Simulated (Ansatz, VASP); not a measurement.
Two plane-wave programs on Br

```
Br
1.0
    -1.28677    1.72000    3.57799
     1.28677   -1.72000    3.57799
     1.28677    1.72000   -3.57799
Br
1
Direct
  0.00000 0.00000 0.00000
```

Alike in both runs: task single point; functional PBE; k mesh 2 × 2 × 2; occupations gaussian, width 0.1 eV; no spin polarisation.

```csv
,VASP,Ansatz
version,VASP 6.6.1,Ansatz 0.2.0
potentials or method,"VASP PAW PBE potentials, release 64 (Br), cutoff 500 eV","scalar-relativistic, plane waves, PAW"
valence electrons in the cell,7,7
```

```tsv
	VASP	Ansatz	Ansatz less VASP
pressure (GPa)	4.9	4.9	0.00
traceless stress, the component that is largest in VASP (GPa)	10.93	10.93	+0.008
```

The k mesh is coarse, so the values compare programs but aren't converged.
